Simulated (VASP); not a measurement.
# Ta2SiO3 (P4/mmm) in VASP: a series of runs, part 2 of 2

VASP 6.6.1. The steps go on from the part before.

## Step 3: Single point, PBE

This run uses another cell than the first one, of 13.25 Å³/atom.

Contents of INCAR:

```
PREC = Accurate
ENCUT = 600
EDIFF = 1E-6
ISMEAR = 0
SIGMA = 0.15
LREAL = False
LASPH = True
NELM = 120
ALGO = Normal
ISIF = 2
LWAVE = False
LCHARG = True
GGA = PE
LELF = True
LVHAR = True
NBANDS = 31
GGA_COMPAT = False
```

Contents of KPOINTS:

```
regular mesh
0
Gamma
  3 3 3
```

Contents of POSCAR:

```
Ta2SiO3
1.0
    4.0858647762      0.0000000000      0.0000000000
    0.0000000000      4.0858647762      0.0000000000
    0.0000000000      0.0000000000      4.7617979590
Ta Si O
2 1 3
Direct
    0.5000000000      0.5000000000      0.0000000000
    0.0000000000      0.0000000000      0.0000000000
    0.5000000000      0.5000000000      0.5000000000
    0.0000000000      0.5000000000      0.5000000000
    0.5000000000      0.0000000000      0.5000000000
    0.0000000000      0.0000000000      0.5000000000
```

Potentials or basis: VASP PAW PBE potentials, release 64 (Ta_pv, Si, O).

Started as:

```
> cat potpaw_PBE.64/Ta_pv/POTCAR potpaw_PBE.64/Si/POTCAR potpaw_PBE.64/O/POTCAR > POTCAR
> mpirun -np 1 vasp_std > vasp.out
```

OUTCAR:

```text
PREC = Accurate
   ENCUT = 600
   EDIFF = 1E-6
   ISMEAR = 0
   LREAL = False
   LASPH = True
   NELM = 120
   ISIF = 2
   GGA = PE

 ion  position               nearest neighbor table
   1  0.500  0.500  0.000-   3 2.38   3 2.38   2 2.89   2 2.89   2 2.89   2 2.89
   2  0.000  0.000  0.000-   6 2.38   6 2.38   1 2.89   1 2.89   1 2.89   1 2.89
   3  0.500  0.500  0.500-   4 2.04   5 2.04   5 2.04   4 2.04   1 2.38   1 2.38
   4  0.000  0.500  0.500-   3 2.04   3 2.04
   5  0.500  0.000  0.500-   3 2.04   3 2.04
   6  0.000  0.000  0.500-   2 2.38   2 2.38

  LATTYP: Found a simple tetragonal cell.
 ALAT       =     4.0858647762
 C/A-ratio  =     1.1654320982

  Lattice vectors:

 A1 = (   4.0858647762,   0.0000000000,   0.0000000000)
 A2 = (   0.0000000000,   4.0858647762,   0.0000000000)
 A3 = (   0.0000000000,   0.0000000000,   4.7617979590)

Analysis of symmetry for initial positions (statically):
=====================================================================
 Subroutine PRICEL returns:
 Original cell was already a primitive cell.

 Routine SETGRP: Setting up the symmetry group for a
 simple tetragonal supercell.

 Subroutine GETGRP returns: Found 16 space group operations
 (whereof 16 operations were pure point group operations)
 out of a pool of 16 trial point group operations.

The static configuration has the point symmetry D_4h.

Analysis of symmetry for dynamics (positions and initial velocities):
=====================================================================
 Subroutine PRICEL returns:
 Original cell was already a primitive cell.

 Routine SETGRP: Setting up the symmetry group for a
 simple tetragonal supercell.

 Subroutine GETGRP returns: Found 16 space group operations
 (whereof 16 operations were pure point group operations)
 out of a pool of 16 trial point group operations.

The dynamic configuration has the point symmetry D_4h.

 Subroutine INISYM returns: Found 16 space group operations
 (whereof 16 operations are pure point group operations),
 and found     1 'primitive' translations

----------------------------------------------------------------------------------------

                                     Primitive cell

  volume of cell :      79.4948

  direct lattice vectors                    reciprocal lattice vectors
     4.085864776  0.000000000  0.000000000     0.244746230  0.000000000  0.000000000
     0.000000000  4.085864776  0.000000000     0.000000000  0.244746230  0.000000000
     0.000000000  0.000000000  4.761797959     0.000000000  0.000000000  0.210004710

  length of vectors
     4.085864776  4.085864776  4.761797959     0.244746230  0.244746230  0.210004710

  position of ions in fractional coordinates (direct lattice)
     0.500000000  0.500000000  0.000000000
     0.000000000  0.000000000  0.000000000
     0.500000000  0.500000000  0.500000000
     0.000000000  0.500000000  0.500000000
     0.500000000  0.000000000  0.500000000
     0.000000000  0.000000000  0.500000000

  ion indices of the primitive-cell ions
   primitive index   ion index
                 1           1
                 2           2
[... 27 lines left out ...]
 ===========================================

 Found      6 irreducible k-points:

 Following reciprocal coordinates:
            Coordinates               Weight
  0.000000  0.000000  0.000000      1.000000
  0.333333  0.000000  0.000000      4.000000
  0.333333  0.333333  0.000000      4.000000
  0.000000  0.000000  0.333333      2.000000
  0.333333  0.000000  0.333333      8.000000
  0.333333  0.333333  0.333333      8.000000
   k-points           NKPTS =      6   k-points in BZ     NKDIM =      6   number of bands    NBANDS=     31
   number of dos      NEDOS =    301   number of ions     NIONS =      6
   total plane-waves  NPLWV =  51840
   dimension x,y,z NGX =    36 NGY =   36 NGZ =   40
   dimension x,y,z NGXF=    72 NGYF=   72 NGZF=   80
   ions per type =               2   1   3
   NGX,Y,Z   is equivalent  to a cutoff of  14.65, 14.65, 13.96 a.u.
   NGXF,Y,Z  is equivalent  to a cutoff of  29.30, 29.30, 27.93 a.u.
 SYSTEM =  unknown system
   PREC   = accura    normal or accurate (medium, high low for compatibility)
   ISTART =      0    job   : 0-new  1-cont  2-samecut
   ICHARG =      2    charge: 1-file 2-atom 10-const
   ISPIN  =      1    spin polarized calculation?
   LNONCOLLINEAR =      F non collinear calculations
   LSORBIT =      F    spin-orbit coupling
   LASPH  =      T    aspherical Exc in radial PAW
   ENCUT  =  600.0 eV  44.10 Ry    6.64 a.u.   8.16  8.16  9.51*2*pi/ulx,y,z
   NELM   =    120;   NELMIN=  2; NELMDL= -5     # of ELM steps
   EDIFF  = 0.1E-05   stopping-criterion for ELM
   LREAL  =      F    real-space projection
   EDIFFG = 0.1E-04   stopping-criterion for IOM
   NSW    =      0    number of steps for IOM
   IBRION =     -1    ionic relax: 0-MD 1-quasi-New 2-CG
   NFREE  =      0    steps in history (QN), initial steepest desc. (CG)
   ISIF   =      2    stress and relaxation
   ISYM   =      2    0-nonsym 1-usesym 2-fastsym
   POTIM  = 0.5000    time-step for ionic-motion
   TEBEG  =    0.0;   TEEND  =   0.0 temperature during run
   PSTRESS=    0.0 pullay stress
   NELECT =      44.0000    total number of electrons
   NUPDOWN=      -1.0000    fix difference up-down
   EMIN   =  10.00;   EMAX   =-10.00  energy-range for DOS
   EFERMI =   0.00;   METHOD = LEGACY
   ISMEAR =     0;   SIGMA  =   0.15  broadening in eV -4-tet -1-fermi 0-gaus
   EFERMI_NEDOS =   21; number of points for ismear=-14 and -15
   IALGO  =     38    algorithm
   IMIX   =      4    mixing-type and parameters
     AMIX     =   0.40;   BMIX     =  1.00
     AMIX_MAG =   1.60;   BMIX_MAG =  1.00
  volume/ion in A,a.u.               =      13.25        89.41
  Fermi-wavevector in a.u.,A,eV,Ry     =   1.344145  2.540065 24.581991  1.806725
  Thomas-Fermi vector in A             =   2.472162
   LORBIT       =      0    0 simple, 1 ext, 2 COOP (PROOUT), +10 PAW based schemes
   GGA     = PE    functional components
   LHFCALC =     F    Hartree Fock is set to
   AEXX    =    0.0000 exact exchange contribution
   IVDW    =     0    specifies the selected vdW correction
   LEPSILON=     F    determine dielectric tensor
   LRPA    =     F    only Hartree local field effects (RPA)
 non-spin polarized calculation
 Gauss-broadening in eV      SIGMA  =   0.15
  energy-cutoff  :      600.00
  volume of cell :       79.49
 maximum number of plane-waves:      2667
 NGX is ok and might be reduce to    36
   NGX = 17   NGY = 17   NGZ = 19

 number of electron      43.9999991 magnetization

 Free energy of the ion-electron system (eV)
  ---------------------------------------------------
  ext. energy  EPLUGINS =         0.00000000
  ---------------------------------------------------
  free energy    TOTEN  =       -40.46845475 eV

  energy without entropy =      -40.37541818  energy(sigma->0) =      -40.42193646

 E-fermi :   5.4214     XC(G=0): -11.6157

 val. band max:        5.3866492756   @ k =   0.3333   0.3333   0.0000
 cond. band min:       5.6387114297   @ k =   0.3333   0.3333   0.0000
 fundamental gap:      0.2520621541
 Fermi energy:         5.4214005679

 k-point     1 :       0.0000    0.0000    0.0000
  band No.  band energies     occupation
      1     -30.0828      2.00000
      2     -29.7354      2.00000
      3     -29.7354      2.00000
      4     -28.9281      2.00000
      5     -28.6450      2.00000
      6     -28.6450      2.00000
[... 193 lines left out ...]
     30       9.6456      0.00000
     31      10.1576      0.00000

------------------------ aborting loop because EDIFF is reached ----------------------------------------

  FORCE on cell =-STRESS in cart. coord.  units (eV):
  Direction    XX          YY          ZZ          XY          YZ          ZX
  --------------------------------------------------------------------------------------
  -------------------------------------------------------------------------------------
  Total       -0.2513170     -0.2513170      0.0142400      0.0000000      0.0000000      0.0000000
  in kB       -5.0651634     -5.0651634      0.2869997      0.0000000      0.0000000      0.0000000
  external PRESSURE =      -3.2811090 kB  Pullay stress =       0.0000000 kB

 VOLUME and BASIS-vectors are now :
 -----------------------------------------------------------------------------
  energy-cutoff  :      600.00
  volume of cell :       79.49
      direct lattice vectors                 reciprocal lattice vectors
     4.085864776  0.000000000  0.000000000     0.244746230  0.000000000  0.000000000
     0.000000000  4.085864776  0.000000000     0.000000000  0.244746230  0.000000000
     0.000000000  0.000000000  4.761797959     0.000000000  0.000000000  0.210004710

 POSITION                                       TOTAL-FORCE (eV/Angst)
 -----------------------------------------------------------------------------------
      2.04293      2.04293      0.00000         0.000000      0.000000      0.000000
      0.00000      0.00000      0.00000         0.000000      0.000000      0.000000
      2.04293      2.04293      2.38090         0.000000      0.000000      0.000000
      0.00000      2.04293      2.38090         0.000000      0.000000      0.000000
      2.04293      0.00000      2.38090         0.000000      0.000000      0.000000
      0.00000      0.00000      2.38090         0.000000      0.000000      0.000000
 -----------------------------------------------------------------------------------
    total drift:                                0.000000      0.000000      0.000000

  FREE ENERGIE OF THE ION-ELECTRON SYSTEM (eV)
  ---------------------------------------------------
  free  energy   TOTEN  =       -40.4684547460 eV

  energy  without entropy=      -40.3754181839  energy(sigma->0) =      -40.42193646
```

Wall time 13 s (1 thread of Intel Xeon 6975P-C (Granite Rapids), shared host); peak memory 0.22 GiB.

Results:

| Property | Result |
| --- | --- |
| Free energy | -40.4685 eV |
| Pressure | -0.3 GPa |
| Band gap on the k mesh | zero (filled and empty bands touch) |

Caveat: the k points lie up to 0.51 Å⁻¹ apart; spin-orbit coupling is left out, which moves the levels of the heavy elements.
